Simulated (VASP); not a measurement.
# Pb (Pm-3n) in VASP: single point with BLYP

Aim: the single point of Pb with BLYP.

Program: VASP 6.6.1. These are calculated values, not measurements. Logs are shortened: lines on timing, memory, paths and dates and some standing lists are left out, and cuts for length are marked.

### 1 The cell of the first run

Symmetry: Pm-3n, No. 223, cubic system. The conventional cell has a = 6.591 Å, b = 6.591 Å, c = 6.591 Å, α = 90.00°, β = 90.00°, γ = 90.00°. Within 4.8 Å of Pb (site symmetry m-3) lie 12 Pb at 3.68 Å. Within 4.3 Å of Pb (site symmetry -4m2) lie 14 Pb at 3.30 to 4.04 Å.

### 2 Single point, BLYP

Contents of INCAR:

```
SYSTEM = Pb
PREC = Accurate
ENCUT = 520
EDIFF = 1E-6
ISMEAR = -1
SIGMA = 0.1
LREAL = .False.
LASPH = .True.
NELM = 100
ALGO = Normal
ISIF = 2
LWAVE = .False.
LCHARG = .True.
GGA = B5
ALDAX = 1.0
AGGAX = 1.0
AGGAC = 1.0
ALDAC = 0.0
LELF = .True.
LVHAR = .True.
NBANDS = 66
```

Contents of KPOINTS:

```
Automatic mesh
0
Gamma
  5 5 5
  0 0 0
```

Contents of POSCAR:

```
Pb
1.0
    6.5905064378      0.0000000000      0.0000000000
    0.0000000000      6.5905064378      0.0000000000
    0.0000000000      0.0000000000      6.5905064378
Pb
8
Direct
    0.0000000000      1.0000000000      0.0000000000
    0.5000000000      0.5000000000      0.5000000000
    0.2500000000      0.0000000000      0.5000000000
    0.7500000000      0.0000000000      0.5000000000
    0.5000000000      0.2500000000      1.0000000000
    0.5000000000      0.7500000000      0.0000000000
    1.0000000000      0.5000000000      0.2500000000
    1.0000000000      0.5000000000      0.7500000000
```

Potentials or basis: VASP PAW PBE potentials, release 64 (Pb_d).

The run is started by

```
cat potpaw_PBE.64/Pb_d/POTCAR > POTCAR
mpirun -np 1 vasp_std > vasp.out
```

OUTCAR:

```text
SYSTEM = Pb
   PREC = Accurate
   ENCUT = 520
   EDIFF = 1E-6
   ISMEAR = -1
   LREAL = .False.
   LASPH = .True.
   NELM = 100
   ISIF = 2
   GGA = B5

 ion  position               nearest neighbor table
   1  0.000  0.000  0.000-   3 3.68   4 3.68   5 3.68   6 3.68   7 3.68   8 3.68   3 3.68   4 3.68
                             7 3.68   8 3.68   5 3.68   6 3.68
   2  0.500  0.500  0.500-   3 3.68   4 3.68   5 3.68   6 3.68   7 3.68   8 3.68   5 3.68   6 3.68
                             3 3.68   4 3.68   7 3.68   8 3.68
   3  0.250  0.000  0.500-   4 3.30   4 3.30   1 3.68   1 3.68   2 3.68   2 3.68   8 4.04   5 4.04
                             5 4.04   6 4.04   6 4.04   7 4.04   8 4.04   7 4.04
   4  0.750  0.000  0.500-   3 3.30   3 3.30   1 3.68   1 3.68   2 3.68   2 3.68   8 4.04   5 4.04
                             5 4.04   6 4.04   6 4.04   7 4.04   8 4.04   7 4.04
   5  0.500  0.250  0.000-   6 3.30   6 3.30   1 3.68   2 3.68   2 3.68   1 3.68   8 4.04   4 4.04
                             3 4.04   4 4.04   3 4.04   7 4.04   7 4.04   8 4.04
   6  0.500  0.750  0.000-   5 3.30   5 3.30   1 3.68   2 3.68   2 3.68   1 3.68   8 4.04   4 4.04
                             3 4.04   4 4.04   3 4.04   7 4.04   7 4.04   8 4.04
   7  0.000  0.500  0.250-   8 3.30   8 3.30   1 3.68   2 3.68   1 3.68   2 3.68   3 4.04   4 4.04
                             5 4.04   3 4.04   4 4.04   6 4.04   5 4.04   6 4.04
   8  0.000  0.500  0.750-   7 3.30   7 3.30   1 3.68   2 3.68   1 3.68   2 3.68   3 4.04   4 4.04
                             5 4.04   3 4.04   4 4.04   6 4.04   5 4.04   6 4.04

  LATTYP: Found a simple cubic cell.
 ALAT       =     6.5905064378

  Lattice vectors:

 A1 = (   6.5905064378,   0.0000000000,   0.0000000000)
 A2 = (   0.0000000000,   6.5905064378,   0.0000000000)
 A3 = (   0.0000000000,   0.0000000000,   6.5905064378)

Analysis of symmetry for initial positions (statically):
=====================================================================
 Subroutine PRICEL returns:
 Original cell was already a primitive cell.

 Routine SETGRP: Setting up the symmetry group for a
 simple cubic supercell.

 Subroutine GETGRP returns: Found 48 space group operations
 (whereof 24 operations were pure point group operations)
 out of a pool of 48 trial point group operations.

The static configuration has the point symmetry T_h .
 The point group associated with its full space group is O_h .

Analysis of symmetry for dynamics (positions and initial velocities):
=====================================================================
 Subroutine PRICEL returns:
 Original cell was already a primitive cell.

 Routine SETGRP: Setting up the symmetry group for a
 simple cubic supercell.

 Subroutine GETGRP returns: Found 48 space group operations
 (whereof 24 operations were pure point group operations)
 out of a pool of 48 trial point group operations.

The dynamic configuration has the point symmetry T_h .
 The point group associated with its full space group is O_h .

 Subroutine INISYM returns: Found 48 space group operations
 (whereof 24 operations are pure point group operations),
 and found     1 'primitive' translations

----------------------------------------------------------------------------------------

                                     Primitive cell

  volume of cell :     286.2572

  direct lattice vectors                    reciprocal lattice vectors
     6.590506438  0.000000000  0.000000000     0.151733408  0.000000000  0.000000000
     0.000000000  6.590506438  0.000000000     0.000000000  0.151733408  0.000000000
     0.000000000  0.000000000  6.590506438     0.000000000  0.000000000  0.151733408

  length of vectors
     6.590506438  6.590506438  6.590506438     0.151733408  0.151733408  0.151733408

  position of ions in fractional coordinates (direct lattice)
     0.000000000  0.000000000  0.000000000
     0.500000000  0.500000000  0.500000000
     0.250000000  0.000000000  0.500000000
     0.750000000  0.000000000  0.500000000
     0.500000000  0.250000000  0.000000000
     0.500000000  0.750000000  0.000000000
     0.000000000  0.500000000  0.250000000
     0.000000000  0.500000000  0.750000000

  ion indices of the primitive-cell ions
   primitive index   ion index
                 1           1
                 2           2
                 3           3
                 4           4
                 5           5
                 6           6
                 7           7
                 8           8

----------------------------------------------------------------------------------------

 KPOINTS: Automatic mesh

Automatic generation of k-mesh.
 Grid dimensions read from file:
 generate k-points for:    5    5    5

 Generating k-lattice:

  Cartesian coordinates                     Fractional coordinates (reciprocal lattice)
     0.030346682  0.000000000  0.000000000     0.200000000  0.000000000  0.000000000
     0.000000000  0.030346682  0.000000000     0.000000000  0.200000000  0.000000000
     0.000000000  0.000000000  0.030346682     0.000000000  0.000000000  0.200000000

  Length of vectors
     0.030346682  0.030346682  0.030346682

  Shift w.r.t. Gamma in fractional coordinates (k-lattice)
     0.000000000  0.000000000  0.000000000

 Subroutine IBZKPT returns following result:
 ===========================================

 Found     10 irreducible k-points:

 Following reciprocal coordinates:
            Coordinates               Weight
  0.000000  0.000000  0.000000      1.000000
  0.200000  0.000000  0.000000      6.000000
  0.400000  0.000000  0.000000      6.000000
  0.200000  0.200000  0.000000     12.000000
  0.400000  0.200000  0.000000     24.000000
  0.400000  0.400000  0.000000     12.000000
  0.200000  0.200000  0.200000      8.000000
  0.400000  0.200000  0.200000     24.000000
  0.400000  0.400000  0.200000     24.000000
  0.400000  0.400000  0.400000      8.000000
   k-points           NKPTS =     10   k-points in BZ     NKDIM =     10   number of bands    NBANDS=     66
   number of dos      NEDOS =    301   number of ions     NIONS =      8
   total plane-waves  NPLWV = 125000
   dimension x,y,z NGX =    50 NGY =   50 NGZ =   50
   dimension x,y,z NGXF=   100 NGYF=  100 NGZF=  100
   ions per type =               8
   NGX,Y,Z   is equivalent  to a cutoff of  12.61, 12.61, 12.61 a.u.
   NGXF,Y,Z  is equivalent  to a cutoff of  25.23, 25.23, 25.23 a.u.
 SYSTEM =  Pb
   PREC   = accura    normal or accurate (medium, high low for compatibility)
   ISTART =      0    job   : 0-new  1-cont  2-samecut
   ICHARG =      2    charge: 1-file 2-atom 10-const
   ISPIN  =      1    spin polarized calculation?
   LNONCOLLINEAR =      F non collinear calculations
   LSORBIT =      F    spin-orbit coupling
   LASPH  =      T    aspherical Exc in radial PAW
   ENCUT  =  520.0 eV  38.22 Ry    6.18 a.u.  12.25 12.25 12.25*2*pi/ulx,y,z
   NELM   =    100;   NELMIN=  2; NELMDL= -5     # of ELM steps
   EDIFF  = 0.1E-05   stopping-criterion for ELM
   LREAL  =      F    real-space projection
   EDIFFG = 0.1E-04   stopping-criterion for IOM
   NSW    =      0    number of steps for IOM
   IBRION =     -1    ionic relax: 0-MD 1-quasi-New 2-CG
   NFREE  =      0    steps in history (QN), initial steepest desc. (CG)
   ISIF   =      2    stress and relaxation
   ISYM   =      2    0-nonsym 1-usesym 2-fastsym
   POTIM  = 0.5000    time-step for ionic-motion
   TEBEG  =    0.0;   TEEND  =   0.0 temperature during run
   PSTRESS=    0.0 pullay stress
   NELECT =     112.0000    total number of electrons
   NUPDOWN=      -1.0000    fix difference up-down
   EMIN   =  10.00;   EMAX   =-10.00  energy-range for DOS
   EFERMI =   0.00;   METHOD = LEGACY
   ISMEAR =    -1;   SIGMA  =   0.10  broadening in eV -4-tet -1-fermi 0-gaus
   EFERMI_NEDOS =   21; number of points for ismear=-14 and -15
   IALGO  =     38    algorithm
   IMIX   =      4    mixing-type and parameters
     AMIX     =   0.40;   BMIX     =  1.00
     AMIX_MAG =   1.60;   BMIX_MAG =  1.00
  volume/ion in A,a.u.               =      35.78       241.47
  Fermi-wavevector in a.u.,A,eV,Ry     =   1.197371  2.262703 19.506634  1.433697
  Thomas-Fermi vector in A             =   2.333287
   LORBIT       =      0    0 simple, 1 ext, 2 COOP (PROOUT), +10 PAW based schemes
   GGA     = B5    functional components
   LHFCALC =     F    Hartree Fock is set to
   AEXX    =    0.0000 exact exchange contribution
   IVDW    =     0    specifies the selected vdW correction
   LEPSILON=     F    determine dielectric tensor
   LRPA    =     F    only Hartree local field effects (RPA)
 non-spin polarized calculation
  energy-cutoff  :      520.00
  volume of cell :      286.26
 maximum number of plane-waves:      7809
 NGX is ok and might be reduce to    50
   NGX = 25   NGY = 25   NGZ = 25

 number of electron     111.9999984 magnetization

 Free energy of the ion-electron system (eV)
  ---------------------------------------------------
  ext. energy  EPLUGINS =         0.00000000
  ---------------------------------------------------
  free energy    TOTEN  =       -22.71153335 eV

  energy without entropy =      -22.55207048  energy(sigma->0) =      -22.63180191

 E-fermi :   6.1256     XC(G=0):  -8.8382

 val. band max:        6.0353084957   @ k =   0.4000   0.4000   0.2000
 cond. band min:       6.1771543300   @ k =   0.4000   0.4000   0.2000
 fundamental gap:      0.1418458343
 Fermi energy:         6.1255722616

 k-point     1 :       0.0000    0.0000    0.0000
  band No.  band energies     occupation
      1     -11.1535      2.00000
      2     -11.1460      2.00000
      3     -11.1460      2.00000
      4     -11.0174      2.00000
      5     -11.0174      2.00000
      6     -11.0174      2.00000
[... 58 lines left out ...]
     65       8.7891      0.00000
     66       8.7891      0.00000

 k-point     2 :       0.2000    0.0000    0.0000
  band No.  band energies     occupation
      1     -11.1506      2.00000
      2     -11.1462      2.00000
      3     -11.1077      2.00000
      4     -11.0229      2.00000
      5     -11.0100      2.00000
      6     -11.0100      2.00000
[... 610 lines left out ...]
     65       8.4627      0.00000
     66       8.5449      0.00000

------------------------ aborting loop because EDIFF is reached ----------------------------------------

  FORCE on cell =-STRESS in cart. coord.  units (eV):
  Direction    XX          YY          ZZ          XY          YZ          ZX
  --------------------------------------------------------------------------------------
  -------------------------------------------------------------------------------------
  Total       -0.2332648     -0.2332648     -0.2332648      0.0000000     -0.0000000      0.0000000
  in kB       -1.3055795     -1.3055795     -1.3055795      0.0000000     -0.0000000      0.0000000
  external PRESSURE =      -1.3055795 kB  Pullay stress =       0.0000000 kB

 VOLUME and BASIS-vectors are now :
 -----------------------------------------------------------------------------
  energy-cutoff  :      520.00
  volume of cell :      286.26
      direct lattice vectors                 reciprocal lattice vectors
     6.590506438  0.000000000  0.000000000     0.151733408  0.000000000  0.000000000
     0.000000000  6.590506438  0.000000000     0.000000000  0.151733408  0.000000000
     0.000000000  0.000000000  6.590506438     0.000000000  0.000000000  0.151733408

 POSITION                                       TOTAL-FORCE (eV/Angst)
 -----------------------------------------------------------------------------------
      0.00000      0.00000      0.00000         0.000000      0.000000      0.000000
      3.29525      3.29525      3.29525         0.000000      0.000000      0.000000
      1.64763      0.00000      3.29525        -0.000000     -0.000000      0.000000
      4.94288      0.00000      3.29525         0.000000     -0.000000     -0.000000
      3.29525      1.64763      0.00000        -0.000000     -0.000000     -0.000000
      3.29525      4.94288      0.00000         0.000000      0.000000      0.000000
      0.00000      3.29525      1.64763        -0.000000      0.000000      0.000000
      0.00000      3.29525      4.94288         0.000000      0.000000     -0.000000
 -----------------------------------------------------------------------------------
    total drift:                                0.000000     -0.000000     -0.000000

  FREE ENERGIE OF THE ION-ELECTRON SYSTEM (eV)
  ---------------------------------------------------
  free  energy   TOTEN  =       -22.7115333521 eV

  energy  without entropy=      -22.5520704770  energy(sigma->0) =      -22.63180191
```

Wall time 6.6 min (1 thread of Intel Xeon 8259CL, shared host); peak memory 0.42 GiB.

Results:

```yaml
Free_energy: -22.7115 eV
Pressure: -0.1 GPa
Band_gap_on_the_k_mesh: zero (bands 56 and 57 overlap by 1.22 eV)
```

Levels at points of the mesh, in eV from the Fermi level:
```tsv
k point	band 54	band 55	band 56	band 57	band 58	band 59
(0.00, 0.00, 0.00)	-0.95	-0.95	-0.95	-0.68	0.12	0.12
```

Caveat: the PAW data sets were made with another functional, which shifts forces and pressure a little; spin-orbit coupling is left out, which moves the levels of the heavy elements.

The gap in the log of VASP goes by the Fermi energy; the results here count the filled bands.